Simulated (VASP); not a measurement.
# LiMg (P4/mmm) in VASP: single point with LDA

Aim: the single point of LiMg with LDA.

Program: VASP 6.6.1. These are calculated values, not measurements. Logs are shortened: lines on timing, memory, paths and dates and some standing lists are left out, and cuts for length are marked.

### Step 1. The cell of the first run

It takes space group P4/mmm (No. 123, tetragonal). Conventional cell: a = 3.129 Å, b = 3.129 Å, c = 3.926 Å, α = 90.00°, β = 90.00°, γ = 90.00°. Li (site symmetry 4/mmm) has 8 Mg at 2.96 Å and 6 Li at 3.13 to 3.93 Å within 4.0 Å. Within 4.0 Å of Mg (site symmetry 4/mmm) lie 8 Li at 2.96 Å and 6 Mg at 3.13 to 3.93 Å.

### Step 2. Single point, LDA

Contents of INCAR:

```
SYSTEM = LiMg
ALGO = Normal
EDIFF = 1E-6
ENCUT = 520
GGA = CA
ISIF = 2
ISMEAR = 1
LASPH = .True.
LCHARG = .False.
LREAL = .False.
LWAVE = .False.
NBANDS = 10
NELM = 60
PREC = Accurate
SIGMA = 0.05
```

Contents of KPOINTS:

```
k-points
0
Gamma
  6 6 6
  0 0 0
```

Contents of POSCAR:

```
LiMg
1.0
    3.1292201976      0.0000000000      0.0000000000
    0.0000000000      3.1292201976      0.0000000000
    0.0000000000      0.0000000000      3.9255401974
Li Mg
1 1
Direct
    0.0000000000      0.0000000000      0.0000000000
    0.5000000000      0.5000000000      0.5000000000
```

Potentials or basis: VASP PAW LDA potentials, release 64 (Li_sv, Mg).

On the command line:

```sh
$ cat potpaw_LDA.64/Li_sv/POTCAR potpaw_LDA.64/Mg/POTCAR > POTCAR
$ mpirun -np 1 vasp_std > vasp.out
```

OUTCAR:

```text
SYSTEM = LiMg
   EDIFF = 1E-6
   ENCUT = 520
   GGA = CA
   ISIF = 2
   ISMEAR = 1
   LASPH = .True.
   LREAL = .False.
   NELM = 60
   PREC = Accurate

 ion  position               nearest neighbor table
   1  0.000  0.000  0.000-   2 2.96   2 2.96   2 2.96   2 2.96   2 2.96   2 2.96   2 2.96   2 2.96

   2  0.500  0.500  0.500-   1 2.96   1 2.96   1 2.96   1 2.96   1 2.96   1 2.96   1 2.96   1 2.96

  LATTYP: Found a simple tetragonal cell.
 ALAT       =     3.1292201976
 C/A-ratio  =     1.2544787358

  Lattice vectors:

 A1 = (   3.1292201976,   0.0000000000,   0.0000000000)
 A2 = (   0.0000000000,   3.1292201976,   0.0000000000)
 A3 = (   0.0000000000,   0.0000000000,   3.9255401974)

Analysis of symmetry for initial positions (statically):
=====================================================================
 Subroutine PRICEL returns:
 Original cell was already a primitive cell.

 Routine SETGRP: Setting up the symmetry group for a
 simple tetragonal supercell.

 Subroutine GETGRP returns: Found 16 space group operations
 (whereof 16 operations were pure point group operations)
 out of a pool of 16 trial point group operations.

The static configuration has the point symmetry D_4h.

Analysis of symmetry for dynamics (positions and initial velocities):
=====================================================================
 Subroutine PRICEL returns:
 Original cell was already a primitive cell.

 Routine SETGRP: Setting up the symmetry group for a
 simple tetragonal supercell.

 Subroutine GETGRP returns: Found 16 space group operations
 (whereof 16 operations were pure point group operations)
 out of a pool of 16 trial point group operations.

The dynamic configuration has the point symmetry D_4h.

 Subroutine INISYM returns: Found 16 space group operations
 (whereof 16 operations are pure point group operations),
 and found     1 'primitive' translations

----------------------------------------------------------------------------------------

                                     Primitive cell

  volume of cell :      38.4390

  direct lattice vectors                    reciprocal lattice vectors
     3.129220198  0.000000000  0.000000000     0.319568435  0.000000000  0.000000000
     0.000000000  3.129220198  0.000000000     0.000000000  0.319568435  0.000000000
     0.000000000  0.000000000  3.925540197     0.000000000  0.000000000  0.254742010

  length of vectors
     3.129220198  3.129220198  3.925540197     0.319568435  0.319568435  0.254742010

[... 87 lines left out ...]
   ISYM   =      2    0-nonsym 1-usesym 2-fastsym
   POTIM  = 0.5000    time-step for ionic-motion
   TEBEG  =    0.0;   TEEND  =   0.0 temperature during run
   PSTRESS=    0.0 pullay stress
   NELECT =       5.0000    total number of electrons
   NUPDOWN=      -1.0000    fix difference up-down
   EMIN   =  10.00;   EMAX   =-10.00  energy-range for DOS
   EFERMI =   0.00;   METHOD = LEGACY
   ISMEAR =     1;   SIGMA  =   0.05  broadening in eV -4-tet -1-fermi 0-gaus
   EFERMI_NEDOS =   21; number of points for ismear=-14 and -15
   IALGO  =     38    algorithm
   IMIX   =      4    mixing-type and parameters
     AMIX     =   0.40;   BMIX     =  1.00
     AMIX_MAG =   1.60;   BMIX_MAG =  1.00
  volume/ion in A,a.u.               =      19.22       129.70
  Fermi-wavevector in a.u.,A,eV,Ry     =   0.829483  1.567496  9.361385  0.688042
  Thomas-Fermi vector in A             =   1.942038
   LORBIT       =      0    0 simple, 1 ext, 2 COOP (PROOUT), +10 PAW based schemes
   GGA     = CA    functional components
   LHFCALC =     F    Hartree Fock is set to
   AEXX    =    0.0000 exact exchange contribution
   IVDW    =     0    specifies the selected vdW correction
   LEPSILON=     F    determine dielectric tensor
   LRPA    =     F    only Hartree local field effects (RPA)
 non-spin polarized calculation
 Methfessel and Paxton  Order N= 1 SIGMA  =   0.05
  energy-cutoff  :      520.00
  volume of cell :       38.44
 maximum number of plane-waves:      1052
 NGX is ok and might be reduce to    24
   NGX = 11   NGY = 11   NGZ = 15

 number of electron       4.9999992 magnetization

 Free energy of the ion-electron system (eV)
  ---------------------------------------------------
  ext. energy  EPLUGINS =         0.00000000
  ---------------------------------------------------
  free energy    TOTEN  =        -3.99611478 eV

  energy without entropy =       -3.99593379  energy(sigma->0) =       -3.99605445

 E-fermi :   2.0160     XC(G=0):  -8.3509

 val. band max:        1.8633842957   @ k =   0.3333   0.3333   0.5000
 cond. band min:       2.0412685505   @ k =   0.5000   0.3333   0.3333
 fundamental gap:      0.1778842548
 Fermi energy:         2.0159613948

 k-point     1 :       0.0000    0.0000    0.0000
  band No.  band energies     occupation
      1     -43.2454      2.00000
      2      -3.8053      2.00000
      3       3.9348      0.00000
      4       6.1242      0.00000
      5       9.1012      0.00000
      6       9.1012      0.00000
      7       9.3861      0.00000
      8      14.8282      0.00000
      9      17.4641      0.00000
     10      17.7497      0.00000
[... 287 lines left out ...]
 k-point    24 :       0.5000    0.0000    0.3333
  band No.  band energies     occupation
      1     -43.2395      2.00000
      2       0.1487      2.00000
      3       0.6390      2.00000
      4       3.3513      0.00000
      5       4.6345      0.00000
      6      12.7081      0.00000
      7      14.3570      0.00000
      8      14.3883      0.00000
      9      14.8941      0.00000
     10      15.4516      0.00000

 [... further k-points ...]

------------------------ aborting loop because EDIFF is reached ----------------------------------------

  FORCE on cell =-STRESS in cart. coord.  units (eV):
  Direction    XX          YY          ZZ          XY          YZ          ZX
  --------------------------------------------------------------------------------------
  -------------------------------------------------------------------------------------
  Total       -0.0548811     -0.0548811     -0.0439655      0.0000000      0.0000000      0.0000000
  in kB       -2.2875043     -2.2875043     -1.8325279      0.0000000      0.0000000      0.0000000
  external PRESSURE =      -2.1358455 kB  Pullay stress =       0.0000000 kB

 VOLUME and BASIS-vectors are now :
 -----------------------------------------------------------------------------
  energy-cutoff  :      520.00
  volume of cell :       38.44
      direct lattice vectors                 reciprocal lattice vectors
     3.129220198  0.000000000  0.000000000     0.319568435  0.000000000  0.000000000
     0.000000000  3.129220198  0.000000000     0.000000000  0.319568435  0.000000000
     0.000000000  0.000000000  3.925540197     0.000000000  0.000000000  0.254742010

 POSITION                                       TOTAL-FORCE (eV/Angst)
 -----------------------------------------------------------------------------------
      0.00000      0.00000      0.00000         0.000000      0.000000      0.000000
      1.56461      1.56461      1.96277         0.000000      0.000000      0.000000
 -----------------------------------------------------------------------------------
    total drift:                               -0.000000      0.000000      0.000000

  FREE ENERGIE OF THE ION-ELECTRON SYSTEM (eV)
  ---------------------------------------------------
  free  energy   TOTEN  =        -3.9961147799 eV

  energy  without entropy=       -3.9959337906  energy(sigma->0) =       -3.99605445
```

OSZICAR:

```text
N       E                     dE             d eps       ncg     rms          rms(c)
DAV:   1     0.179236204950E+01    0.17924E+01   -0.14272E+03   800   0.374E+02
DAV:   2    -0.385312977142E+01   -0.56455E+01   -0.54060E+01  1082   0.600E+01
DAV:   3    -0.406591359525E+01   -0.21278E+00   -0.21238E+00  1076   0.779E+00
DAV:   4    -0.407070772543E+01   -0.47941E-02   -0.47936E-02  1050   0.112E+00
DAV:   5    -0.407077328759E+01   -0.65562E-04   -0.65559E-04  1020   0.122E-01    0.905E-01
DAV:   6    -0.402298502596E+01    0.47788E-01   -0.26443E-02   904   0.393E-01    0.550E-01
DAV:   7    -0.399629697221E+01    0.26688E-01   -0.52466E-02   900   0.566E-01    0.724E-02
DAV:   8    -0.399611510404E+01    0.18187E-03   -0.17541E-03   916   0.171E-01    0.106E-02
DAV:   9    -0.399611551224E+01   -0.40821E-06   -0.18012E-05  1056   0.260E-02    0.666E-03
DAV:  10    -0.399611477987E+01    0.73237E-06   -0.67670E-07   882   0.416E-03
   1 F= -.39961148E+01 E0= -.39960545E+01  d E =-.180989E-03
```

stdout:

```text
POSCAR found type information on POSCAR LiMg
 POSCAR found :  2 types and       2 ions
 scaLAPACK will be used
 LDA part: xc-table for (Slater(with rela. corr.)+CA(PZ))
 , standard interpolation
 POSCAR, INCAR and KPOINTS ok, starting setup
 FFT: planning ... GRIDC
 FFT: planning ... GRID_SOFT
 FFT: planning ... GRID
 WAVECAR not read
 entering main loop
```

Run time: 20 s. Hardware: 1 thread of AMD EPYC 7R13, shared host; peak memory 0.11 GiB.

What came out:

* Free energy: -3.9961 eV
* Band gap on the k mesh: zero (an odd number of electrons rules out a gap without spin polarisation)

Caveat: the cutoff is under 1.25 times the usual one of these potentials, so pressure, stress and relaxed cells hold a basis-set (Pulay) error.
